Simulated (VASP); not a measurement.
# Si16B (a cell with a defect) in VASP: relaxation of the atoms with PBE+D3(BJ)

Aim: the relaxation of the atoms of Si16B (a cell with a defect) with PBE+D3(BJ).

All numbers are computed with VASP 6.6.1; they aren't measurements. Logs are shortened: lines on timing, memory, paths and dates and some standing lists are left out, and cuts for length are marked.

**1. The cell of the first run**

The cell holds a defect, 17 atoms: a = 7.679 Å, b = 7.679 Å, c = 7.679 Å, α = 60.00°, β = 60.00°, γ = 60.00°.

**2. Relaxation of the atoms, PBE+D3(BJ), collinear spin**

INCAR reads:

```
ALGO = Normal
EDIFF = 1E-7
EDIFFG = -0.08
ENCUT = 520
GGA = PE
IBRION = 2
ISIF = 2
ISMEAR = -1
ISPIN = 2
IVDW = 12
KPAR = 2
LASPH = T
LCHARG = F
LORBIT = 11
LREAL = Auto
LWAVE = F
MAGMOM = 0 0 0 0 0 0 0 0 0 0 0 0 0 0 0 0 1
NELM = 150
NSW = 45
PREC = Accurate
SIGMA = 0.02
```

KPOINTS reads:

```
k-points
0
Gamma
  2 2 2
```

POSCAR reads:

```
Si16B
1.0
    0.0000000000      5.4300000000      5.4300000000
    5.4300000000      0.0000000000      5.4300000000
    5.4300000000      5.4300000000      0.0000000000
Si B
16 1
Direct
    0.0000000000      0.0000000000      0.0000000000
    0.1250000000      0.1250000000      0.1250000000
    0.0000000000      0.0000000000      0.5000000000
    0.1250000000      0.1250000000      0.6250000000
    0.0000000000      0.5000000000      0.0000000000
    0.1250000000      0.6250000000      0.1250000000
    0.0000000000      0.5000000000      0.5000000000
    0.1250000000      0.6250000000      0.6250000000
    0.5000000000      0.0000000000      0.0000000000
    0.6250000000      0.1250000000      0.1250000000
    0.5000000000      0.0000000000      0.5000000000
    0.6250000000      0.1250000000      0.6250000000
    0.5000000000      0.5000000000      0.0000000000
    0.6250000000      0.6250000000      0.1250000000
    0.5000000000      0.5000000000      0.5000000000
    0.6250000000      0.6250000000      0.6250000000
    0.8155240000      0.3085136000      0.8128735000
```

Potentials or basis: VASP PAW PBE potentials, release 64 (Si, B).

Started as:

```
$ cat potpaw_PBE.64/Si/POTCAR potpaw_PBE.64/B/POTCAR > POTCAR
$ mpirun -np 4 vasp_std > vasp.out
```

OUTCAR:

```text
EDIFF = 1E-7
   EDIFFG = -0.08
   ENCUT = 520
   GGA = PE
   IBRION = 2
   ISIF = 2
   ISMEAR = -1
   ISPIN = 2
   IVDW = 12
   LASPH = T
   LORBIT = 11
   LREAL = Auto
   NELM = 150
   NSW = 45
   PREC = Accurate
 IVDW          = 12

 ion  position               nearest neighbor table
   1  0.000  0.000  0.000-  17 2.23   4 2.35   6 2.35  10 2.35   2 2.35
   2  0.125  0.125  0.125-   1 2.35   3 2.35   5 2.35   9 2.35
   3  0.000  0.000  0.500-   2 2.35   4 2.35   8 2.35  12 2.35
   4  0.125  0.125  0.625-  17 2.23   3 2.35   7 2.35  11 2.35   1 2.35
   5  0.000  0.500  0.000-   2 2.35   6 2.35   8 2.35  14 2.35
   6  0.125  0.625  0.125-   1 2.35   5 2.35   7 2.35  13 2.35
   7  0.000  0.500  0.500-  17 2.26   6 2.35   8 2.35  16 2.35   4 2.35
   8  0.125  0.625  0.625-   3 2.35   5 2.35   7 2.35  15 2.35
   9  0.500  0.000  0.000-   2 2.35  10 2.35  12 2.35  14 2.35
  10  0.625  0.125  0.125-  17 2.25   9 2.35  11 2.35  13 2.35   1 2.35
  11  0.500  0.000  0.500-   4 2.35  10 2.35  12 2.35  16 2.35
  12  0.625  0.125  0.625-   3 2.35   9 2.35  11 2.35  15 2.35
  13  0.500  0.500  0.000-  17 2.27  10 2.35  14 2.35  16 2.35   6 2.35
  14  0.625  0.625  0.125-   5 2.35   9 2.35  13 2.35  15 2.35
  15  0.500  0.500  0.500-   8 2.35  12 2.35  14 2.35  16 2.35
  16  0.625  0.625  0.625-  17 2.28  11 2.35  13 2.35  15 2.35   7 2.35
  17  0.816  0.309  0.813-   1 2.23   4 2.23  10 2.25   7 2.26  13 2.27  16 2.28

  LATTYP: Found a face centered cubic cell.
 ALAT       =    10.8600000000

  Lattice vectors:

 A1 = (   0.0000000000,   5.4300000000,   5.4300000000)
 A2 = (   5.4300000000,   0.0000000000,   5.4300000000)
 A3 = (   5.4300000000,   5.4300000000,   0.0000000000)

Analysis of symmetry for initial positions (statically):
=====================================================================
 Subroutine PRICEL returns:
 Original cell was already a primitive cell.

 Routine SETGRP: Setting up the symmetry group for a
 face centered cubic supercell.

 Subroutine GETGRP returns: Found  1 space group operations
 (whereof  1 operations were pure point group operations)
 out of a pool of 48 trial point group operations.

The static configuration has the point symmetry C_1 .

Analysis of symmetry for dynamics (positions and initial velocities):
=====================================================================
 Subroutine PRICEL returns:
 Original cell was already a primitive cell.

 Routine SETGRP: Setting up the symmetry group for a
 face centered cubic supercell.

 Subroutine GETGRP returns: Found  1 space group operations
 (whereof  1 operations were pure point group operations)
 out of a pool of 48 trial point group operations.

The dynamic configuration has the point symmetry C_1 .

Analysis of structural, dynamic, and magnetic symmetry:
=====================================================================
 Subroutine PRICEL returns:
 Original cell was already a primitive cell.

[... 136 lines left out ...]
   EFERMI_NEDOS =   21; number of points for ismear=-14 and -15
   IALGO  =     38    algorithm
   IMIX   =      4    mixing-type and parameters
     AMIX     =   0.40;   BMIX     =  1.00
     AMIX_MAG =   1.60;   BMIX_MAG =  1.00
  volume/ion in A,a.u.               =      18.84       127.11
  Fermi-wavevector in a.u.,A,eV,Ry     =   0.971904  1.836632 12.852022  0.944597
  Thomas-Fermi vector in A             =   2.102159
   LORBIT       =     11    0 simple, 1 ext, 2 COOP (PROOUT), +10 PAW based schemes
   GGA     = PE    functional components
   LHFCALC =     F    Hartree Fock is set to
   AEXX    =    0.0000 exact exchange contribution
   IVDW    =    12    specifies the selected vdW correction
   LEPSILON=     F    determine dielectric tensor
   LRPA    =     F    only Hartree local field effects (RPA)
 conjugate gradient relaxation of ions
 spin polarized calculation
  energy-cutoff  :      520.00
  volume of cell :      320.21
 maximum number of plane-waves:      8646
 NGX is ok and might be reduce to    60
   NGX = 29   NGY = 29   NGZ = 29

--------------------------------------- Ionic step        1  -------------------------------------------

 number of electron      67.0000003 magnetization       0.6629069

 Free energy of the ion-electron system (eV)
  ---------------------------------------------------
  ext. energy  EPLUGINS =         0.00000000
  ---------------------------------------------------
  free energy    TOTEN  =       -88.57700640 eV

  energy without entropy =      -88.57039680  energy(sigma->0) =      -88.57370160

------------------------ aborting loop because EDIFF is reached ----------------------------------------

 Edisp (eV)   -5.32736

 E8    (eV) :    -2.1952
[... 156 lines left out ...]
--------------------------------------- Ionic step        4  -------------------------------------------

 number of electron      67.0000000 magnetization       0.6979668

 Free energy of the ion-electron system (eV)
  ---------------------------------------------------
  ext. energy  EPLUGINS =         0.00000000
  ---------------------------------------------------
  free energy    TOTEN  =       -88.72427967 eV

  energy without entropy =      -88.71986878  energy(sigma->0) =      -88.72207422

 E-fermi :   6.3176     XC(G=0):  -9.5671

 val. band max:        6.2595322958   @ k =   0.0000   0.5000   0.0000
 cond. band min:       6.3764943590   @ k =   0.5000   0.5000   0.0000
 fundamental gap:      0.1169620632
 Fermi energy:         6.3175641485

 spin component 1

 k-point     1 :       0.0000    0.0000    0.0000
  band No.  band energies     occupation
      1      -6.4418      1.00000
      2      -4.2911      1.00000
      3      -4.0221      1.00000
      4      -4.0214      1.00000
      5      -3.5724      1.00000
      6      -2.5677      1.00000
[... 365 lines left out ...]
     43       9.5965      0.00000
     44       9.8884      0.00000
 Fermi energy:         6.3175641485

 spin component 2

 k-point     1 :       0.0000    0.0000    0.0000
  band No.  band energies     occupation
      1      -6.3844      1.00000
      2      -4.2498      1.00000
      3      -3.9828      1.00000
      4      -3.9820      1.00000
      5      -3.5328      1.00000
      6      -2.4770      1.00000
[... 413 lines left out ...]
  FREE ENERGIE OF THE ION-ELECTRON SYSTEM (eV)
  ---------------------------------------------------
  free  energy   TOTEN  =       -94.0513554237 eV

  energy  without entropy=      -94.0469445320  energy(sigma->0) =      -94.04914998

 reached required accuracy - stopping structural energy minimisation

 total charge

# of ion       s       p       d       tot
------------------------------------------
    1        0.742   0.929   0.000   1.671
    2        0.743   0.962   0.000   1.705
    3        0.743   0.962   0.000   1.705
    4        0.742   0.929   0.000   1.671
    5        0.743   0.962   0.000   1.705
    6        0.763   0.907   0.000   1.669
[... 9 lines left out ...]
   16        0.743   0.929   0.000   1.672
   17        0.722   0.962   0.000   1.684
--------------------------------------------------
tot         12.643  16.047   0.000  28.690

 magnetization (x)

# of ion       s       p       d       tot
------------------------------------------
    1        0.010   0.006   0.000   0.016
    2        0.000   0.001   0.000   0.001
    3        0.000   0.001   0.000   0.001
    4        0.010   0.006   0.000   0.016
    5       -0.000  -0.000   0.000  -0.001
    6        0.004   0.034   0.000   0.038
[... 9 lines left out ...]
   16        0.010   0.006   0.000   0.016
   17        0.068   0.016   0.000   0.084
--------------------------------------------------
tot          0.138   0.123   0.000   0.261
```

OSZICAR:

```text
N       E                     dE             d eps       ncg     rms          rms(c)
DAV:   1     0.174725048579E+03    0.17473E+03   -0.25843E+04  1408   0.126E+03
DAV:   2    -0.737577793797E+02   -0.24848E+03   -0.23736E+03  1712   0.183E+02
[... 40 lines left out ...]
DAV:   2    -0.887243811091E+02   -0.15583E-02   -0.20842E-02  1728   0.544E-01    0.993E-02
DAV:   3    -0.887243111638E+02    0.69945E-04   -0.76762E-04  1664   0.115E-01    0.563E-02
DAV:   4    -0.887242790581E+02    0.32106E-04   -0.11059E-04  1704   0.388E-02    0.198E-02
DAV:   5    -0.887242798306E+02   -0.77250E-06   -0.22649E-05  1688   0.182E-02    0.890E-03
DAV:   6    -0.887242797488E+02    0.81790E-07   -0.30764E-06  1688   0.684E-03    0.576E-03
DAV:   7    -0.887242796690E+02    0.79825E-07   -0.76231E-07  1616   0.311E-03
   4 F= -.94051355E+02 E0= -.94049150E+02  d E =-.135972E-01  mag=     0.6980
```

CONTCAR:

```text
Si16B
   1.00000000000000
     0.0000000000000000    5.4299999999999997    5.4299999999999997
     5.4299999999999997    0.0000000000000000    5.4299999999999997
     5.4299999999999997    5.4299999999999997    0.0000000000000000
  Si              B
    16     1
Direct
     0.0005124078756560    0.0057750332388373    0.0007016032632305
     0.1260073322830015    0.1260278994564899    0.1259633231243852
     0.9989630497002674    0.9990025317921234    0.4990738625467155
     0.1191987886311639    0.1245965784442496    0.6242896180535817
     0.9981318735904237    0.4981568895373533    0.9981401858731581
     0.1229777761435166    0.6226562585588254    0.1228577602936845
[... 9 lines left out ...]
     0.6248566119137468    0.6187942514871815    0.6250431819854237
     0.8147460103942222    0.3093374668299803    0.8127072912464061

  0.00000000E+00  0.00000000E+00  0.00000000E+00
  0.00000000E+00  0.00000000E+00  0.00000000E+00
  0.00000000E+00  0.00000000E+00  0.00000000E+00
  0.00000000E+00  0.00000000E+00  0.00000000E+00
  0.00000000E+00  0.00000000E+00  0.00000000E+00
  0.00000000E+00  0.00000000E+00  0.00000000E+00
[... 9 lines left out ...]
  0.00000000E+00  0.00000000E+00  0.00000000E+00
  0.00000000E+00  0.00000000E+00  0.00000000E+00
```

It took 3.1 min on 4 MPI ranks of Intel Xeon 6975P-C (Granite Rapids), shared host; peak memory 0.46 GiB.

Results:

```yaml
Free_energy: -94.0514 eV
Energy_gained_by_relaxing: 8.6 meV/atom
Ionic_steps: 4
Pressure_after_relaxing: -0.1 GPa
Largest_force_after_relaxing: 0.050 eV/Å
Net_moment: 0.70 μB per cell
Site_moments: Si +0.02, +0.00, -0.00, +0.04 (each value once); B +0.08 μB
Valence_electrons_inside_the_program's_atomic_spheres: Si 1.67, 1.71, 1.70 (each value once); B 1.68
Dispersion_energy_per_atom: -0.313 eV
```

Forces in eV/Å, atoms in the order of the input:
```
Si   0.007  0.039  0.012
Si  -0.005  0.005 -0.001
Si  -0.005  0.008  0.002
Si  -0.040 -0.006 -0.014
Si   0.022  0.020  0.021
Si   0.002  0.006  0.002
Si   0.001  0.013  0.043
Si  -0.010 -0.002  0.002
Si   0.002  0.010 -0.004
Si  -0.014 -0.003 -0.044
Si  -0.004  0.000 -0.001
Si  -0.021 -0.023 -0.022
Si   0.047  0.010  0.003
Si   0.000 -0.005 -0.010
Si   0.007 -0.002  0.010
Si  -0.009 -0.049 -0.005
B    0.021 -0.021  0.005
```

Step by step:
| step | energy change (eV) | largest force (eV/Å) | pressure (GPa) |
| --- | --- | --- | --- |
| 1 | 0.0000 | 0.7344 | -0.28 |
| 2 | -0.1261 | 0.2770 | -0.18 |
| 3 | -0.1334 | 0.2709 | -0.13 |
| 4 | -0.1470 | 0.0503 | -0.13 |

Final structure:
```
Si B
1.0
     0.00000    5.43000    5.43000
     5.43000    0.00000    5.43000
     5.43000    5.43000    0.00000
Si B
16 1
Direct
  0.00051 0.00577 0.00070
  0.12601 0.12603 0.12596
  0.99896 0.99900 0.49907
  0.11920 0.12460 0.62429
  0.99813 0.49816 0.99814
  0.12298 0.62266 0.12286
  0.00001 0.50051 0.50608
  0.12594 0.62582 0.62602
  0.49916 0.99905 0.99897
  0.62441 0.12490 0.11900
  0.50232 0.00200 0.50220
  0.62685 0.12688 0.62686
  0.50620 0.50024 0.99993
  0.62601 0.62579 0.12586
  0.49922 0.49897 0.49918
  0.62486 0.61879 0.62504
  0.81475 0.30934 0.81271
```

Caveat: the k points lie up to 0.50 Å⁻¹ apart; a moment this small can come from the mesh or the smearing; the relaxation stopped at a loose force limit of 0.08 eV/Å, so its end isn't a converged minimum.
